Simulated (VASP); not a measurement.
# Sb2Pt (Pa-3) in VASP: notebook, part 2 of 2

VASP 6.6.1.

### Step 3. Electric field gradients, r2SCAN

File POSCAR:

```
Sb2Pt
1.0
    6.4410000000      0.0000000000      0.0000000000
    0.0000000000      6.4410000000      0.0000000000
    0.0000000000      0.0000000000      6.4410000000
Sb Pt
8 4
Direct
    0.3744148963      0.3744148963      0.3744148963
    0.1255851037      0.6255851037      0.8744148963
    0.8744148963      0.1255851037      0.6255851037
    0.6255851037      0.8744148963      0.1255851037
    0.6255851037      0.6255851037      0.6255851037
    0.8744148963      0.3744148963      0.1255851037
    0.1255851037      0.8744148963      0.3744148963
    0.3744148963      0.1255851037      0.8744148963
    0.0000000000      0.0000000000      0.0000000000
    0.5000000000      0.0000000000      0.5000000000
    0.5000000000      0.5000000000      0.0000000000
    0.0000000000      0.5000000000      0.5000000000
```

File INCAR.step1:

```
  PREC = Accurate
  ENCUT = 520
  ISMEAR = -1
  SIGMA = 0.05
  LREAL = False
  LASPH = True
  NELM = 100
  NBANDS = 52
  GGA = PE
  ALGO = Normal
  EDIFF = 1E-4
  LWAVE = True
  LCHARG = False
```

File INCAR.step2:

```
  PREC = Accurate
  ENCUT = 520
  EDIFF = 1E-8
  ISMEAR = -1
  SIGMA = 0.05
  LREAL = False
  LASPH = True
  NELM = 100
  ALGO = Normal
  ISIF = 2
  LWAVE = False
  LCHARG = False
  METAGGA = R2SCAN
  LMIXTAU = True
  LEFG = True
  NBANDS = 52
  ISTART = 1
```

File KPOINTS:

```
regular mesh
0
Gamma
  5 5 5
```

Potentials or basis: VASP PAW PBE potentials, release 64 (Sb, Pt).

Started as:

```sh
$ cat potpaw_PBE.64/Sb/POTCAR potpaw_PBE.64/Pt/POTCAR > POTCAR
$ cp INCAR.step1 INCAR
$ mpirun -np 1 vasp_std > vasp.out
$ cp INCAR.step2 INCAR
$ mpirun -np 1 vasp_std > vasp.out
```

OUTCAR:

```text
PREC = Accurate
   ENCUT = 520
   EDIFF = 1E-8
   ISMEAR = -1
   LREAL = False
   LASPH = True
   NELM = 100
   ISIF = 2
   METAGGA = R2SCAN
   ISTART = 1

 ion  position               nearest neighbor table
   1  0.374  0.374  0.374-  10 2.67  11 2.67  12 2.67   5 2.80   6 3.60   7 3.60   8 3.60   8 3.60
                             7 3.60   6 3.60
   2  0.126  0.626  0.874-   9 2.67  11 2.67  12 2.67   6 2.80   5 3.60   7 3.60   8 3.60   7 3.60
                             8 3.60   5 3.60
   3  0.874  0.126  0.626-   9 2.67  10 2.67  12 2.67   7 2.80   6 3.60   5 3.60   8 3.60   6 3.60
                             5 3.60   8 3.60
   4  0.626  0.874  0.126-   9 2.67  10 2.67  11 2.67   8 2.80   6 3.60   7 3.60   5 3.60   5 3.60
                             6 3.60   7 3.60
   5  0.626  0.626  0.626-  10 2.67  11 2.67  12 2.67   1 2.80   2 3.60   3 3.60   4 3.60   4 3.60
                             3 3.60   2 3.60
   6  0.874  0.374  0.126-   9 2.67  11 2.67  12 2.67   2 2.80   1 3.60   3 3.60   4 3.60   3 3.60
                             4 3.60   1 3.60
   7  0.126  0.874  0.374-   9 2.67  10 2.67  12 2.67   3 2.80   2 3.60   1 3.60   4 3.60   2 3.60
                             1 3.60   4 3.60
   8  0.374  0.126  0.874-   9 2.67  10 2.67  11 2.67   4 2.80   2 3.60   3 3.60   1 3.60   1 3.60
                             2 3.60   3 3.60
   9  0.000  0.000  0.000-   2 2.67   3 2.67   4 2.67   6 2.67   7 2.67   8 2.67
  10  0.500  0.000  0.500-   1 2.67   3 2.67   4 2.67   5 2.67   7 2.67   8 2.67
  11  0.500  0.500  0.000-   1 2.67   2 2.67   4 2.67   5 2.67   6 2.67   8 2.67
  12  0.000  0.500  0.500-   1 2.67   2 2.67   3 2.67   5 2.67   6 2.67   7 2.67

  LATTYP: Found a simple cubic cell.
 ALAT       =     6.4410000000

  Lattice vectors:

 A1 = (   6.4410000000,   0.0000000000,   0.0000000000)
 A2 = (   0.0000000000,   6.4410000000,   0.0000000000)
 A3 = (   0.0000000000,   0.0000000000,   6.4410000000)

Analysis of symmetry for initial positions (statically):
=====================================================================
 Subroutine PRICEL returns:
 Original cell was already a primitive cell.

 Routine SETGRP: Setting up the symmetry group for a
 simple cubic supercell.

 Subroutine GETGRP returns: Found 24 space group operations
 (whereof  6 operations were pure point group operations)
 out of a pool of 48 trial point group operations.

The static configuration has the point symmetry S_6 .
 The point group associated with its full space group is T_h .

Analysis of symmetry for dynamics (positions and initial velocities):
=====================================================================
 Subroutine PRICEL returns:
 Original cell was already a primitive cell.

 Routine SETGRP: Setting up the symmetry group for a
 simple cubic supercell.

 Subroutine GETGRP returns: Found 24 space group operations
 (whereof  6 operations were pure point group operations)
 out of a pool of 48 trial point group operations.

The dynamic configuration has the point symmetry S_6 .
 The point group associated with its full space group is T_h .

 Subroutine INISYM returns: Found 24 space group operations
 (whereof  6 operations are pure point group operations),
 and found     1 'primitive' translations

[... 158 lines left out ...]
      3      -1.6646      2.00000
      4      -1.6646      2.00000
      5      -0.0705      2.00000
      6      -0.0705      2.00000
[... 594 lines left out ...]
     51      12.5279      0.00000
     52      12.5539      0.00000

------------------------ aborting loop because EDIFF is reached ----------------------------------------

  FORCE on cell =-STRESS in cart. coord.  units (eV):
  Direction    XX          YY          ZZ          XY          YZ          ZX
  --------------------------------------------------------------------------------------
  -------------------------------------------------------------------------------------
  Total        5.8311554      5.8311554      5.8311554     -0.0000000      0.0000000      0.0000000
  in kB       34.9627270     34.9627270     34.9627270     -0.0000000      0.0000000      0.0000000
  external PRESSURE =      34.9627270 kB  Pullay stress =       0.0000000 kB

 VOLUME and BASIS-vectors are now :
 -----------------------------------------------------------------------------
  energy-cutoff  :      520.00
  volume of cell :      267.21
      direct lattice vectors                 reciprocal lattice vectors
     6.441000000  0.000000000  0.000000000     0.155255395  0.000000000  0.000000000
     0.000000000  6.441000000  0.000000000     0.000000000  0.155255395  0.000000000
     0.000000000  0.000000000  6.441000000     0.000000000  0.000000000  0.155255395

 POSITION                                       TOTAL-FORCE (eV/Angst)
 -----------------------------------------------------------------------------------
      2.41161      2.41161      2.41161         0.063920      0.063920      0.063920
      0.80889      4.02939      5.63211        -0.063920     -0.063920      0.063920
      5.63211      0.80889      4.02939         0.063920     -0.063920     -0.063920
      4.02939      5.63211      0.80889        -0.063920      0.063920     -0.063920
      4.02939      4.02939      4.02939        -0.063920     -0.063920     -0.063920
      5.63211      2.41161      0.80889         0.063920      0.063920     -0.063920
      0.80889      5.63211      2.41161        -0.063920      0.063920      0.063920
      2.41161      0.80889      5.63211         0.063920     -0.063920      0.063920
      0.00000      0.00000      0.00000         0.000000     -0.000000     -0.000000
      3.22050      0.00000      3.22050         0.000000     -0.000000     -0.000000
      3.22050      3.22050      0.00000         0.000000     -0.000000     -0.000000
      0.00000      3.22050      3.22050         0.000000     -0.000000     -0.000000
 -----------------------------------------------------------------------------------
    total drift:                               -0.000000      0.000000     -0.000000

  FREE ENERGIE OF THE ION-ELECTRON SYSTEM (eV)
  ---------------------------------------------------
  free  energy   TOTEN  =      -418.0045729364 eV

  energy  without entropy=     -417.9975594885  energy(sigma->0) =     -418.00106621

 Electric field gradients (V/A^2)
---------------------------------------------------------------------
 ion       V_xx      V_yy      V_zz      V_xy      V_xz      V_yz
---------------------------------------------------------------------
   1       0.000     0.000     0.000    30.475    30.475    30.475
   2       0.000    -0.000     0.000    30.475   -30.475   -30.475
   3      -0.000     0.000     0.000   -30.475   -30.475    30.475
   4      -0.000     0.000     0.000   -30.475    30.475   -30.475
   5       0.000    -0.000     0.000    30.475    30.475    30.475
   6      -0.000    -0.000     0.000    30.475   -30.475   -30.475
   7       0.000     0.000     0.000   -30.475   -30.475    30.475
   8      -0.000    -0.000     0.000   -30.475    30.475   -30.475
   9      -0.000    -0.000     0.000   -14.156   -14.156   -14.156
  10      -0.000    -0.000     0.000   -14.156    14.156    14.156
  11      -0.000    -0.000     0.000    14.156    14.156   -14.156
  12      -0.000    -0.000     0.000    14.156   -14.156    14.156
---------------------------------------------------------------------

 Electric field gradients after diagonalization (V/A^2)
 (convention: |V_zz| > |V_xx| > |V_yy|)
----------------------------------------------------------------------
 ion       V_xx      V_yy      V_zz     asymmetry (V_yy - V_xx)/ V_zz
----------------------------------------------------------------------
   1     -30.475   -30.475    60.951       0.000
   2     -30.475   -30.475    60.951       0.000
   3     -30.475   -30.475    60.951       0.000
   4     -30.475   -30.475    60.951       0.000
   5     -30.475   -30.475    60.951       0.000
   6     -30.475   -30.475    60.951       0.000
   7     -30.475   -30.475    60.951       0.000
   8     -30.475   -30.475    60.951       0.000
   9      14.156    14.156   -28.312       0.000
  10      14.156    14.156   -28.312       0.000
  11      14.156    14.156   -28.312       0.000
  12      14.156    14.156   -28.312       0.000
----------------------------------------------------------------------

           NMR quadrupolar parameters

 Cq : quadrupolar parameter    Cq=e*Q*V_zz/h
 eta: asymmetry parameters     (V_yy - V_xx)/ V_zz
 Q  : nuclear electric quadrupole moment in mb (millibarn)
----------------------------------------------------------------------
 ion       Cq(MHz)       eta       Q (mb)
----------------------------------------------------------------------
   1       0.147       0.000       1.000
   2       0.147       0.000       1.000
   3       0.147       0.000       1.000
   4       0.147       0.000       1.000
   5       0.147       0.000       1.000
   6       0.147       0.000       1.000
   7       0.147       0.000       1.000
   8       0.147       0.000       1.000
   9      -0.068       0.000       1.000
  10      -0.068       0.000       1.000
  11      -0.068       0.000       1.000
  12      -0.068       0.000       1.000
----------------------------------------------------------------------
```

Run time: 10 min. Hardware: 1 thread of Intel Xeon Platinum 8124M at 3.00GHz (Skylake/Cascade Lake), shared host; peak memory 0.43 GiB.

What came out:

* Free energy: -418.0046 eV
* Pressure: 3.5 GPa
* Largest force: 0.111 eV/Å
* Band gap on the k mesh: 0.03 eV (least direct gap 0.19 eV)
* Largest electric field gradient by atom: Sb +61.0; Pt -28.3 V/Å²

Forces on the atoms (eV/Å):
```
Sb   0.064  0.064  0.064
Sb  -0.064 -0.064  0.064
Sb   0.064 -0.064 -0.064
Sb  -0.064  0.064 -0.064
Sb  -0.064 -0.064 -0.064
Sb   0.064  0.064 -0.064
Sb  -0.064  0.064  0.064
Sb   0.064 -0.064  0.064
Pt   0.000  0.000  0.000
Pt   0.000  0.000  0.000
Pt   0.000  0.000  0.000
Pt   0.000  0.000  0.000
```

Levels at points of the mesh, in eV from the valence-band top:
| k point | band 36 | band 37 | band 38 | band 39 | band 40 | band 41 | band 42 | band 43 | band 44 | band 45 |
| --- | --- | --- | --- | --- | --- | --- | --- | --- | --- | --- |
| (0.00, 0.00, 0.00) | -2.52 | -1.94 | -0.58 | -0.58 | -0.58 | 0.03 | 0.03 | 0.03 | 0.98 | 3.48 |

Electric field gradients, principal values (V/Å²):
| atom | least | middle | greatest (by size) |
| --- | --- | --- | --- |
| 1 Sb | -30.475 | -30.475 | 60.951 |
| 2 Sb | -30.475 | -30.475 | 60.951 |
| 3 Sb | -30.475 | -30.475 | 60.951 |
| 4 Sb | -30.475 | -30.475 | 60.951 |
| 5 Sb | -30.475 | -30.475 | 60.951 |
| 6 Sb | -30.475 | -30.475 | 60.951 |
| 7 Sb | -30.475 | -30.475 | 60.951 |
| 8 Sb | -30.475 | -30.475 | 60.951 |
| 9 Pt | 14.156 | 14.156 | -28.312 |
| 10 Pt | 14.156 | 14.156 | -28.312 |
| 11 Pt | 14.156 | 14.156 | -28.312 |
| 12 Pt | 14.156 | 14.156 | -28.312 |

Caveat: the cell stands under pressure; the smearing spreads over this small gap; without QUAD_EFG the Cq values of the log hold for a quadrupole moment of 1 mb, not for the nuclei; the PAW data sets were made with another functional, which shifts forces and pressure a little; spin-orbit coupling is left out, which moves the levels of the heavy elements; an odd mesh through Γ misses points on the zone boundary, where band edges can lie.
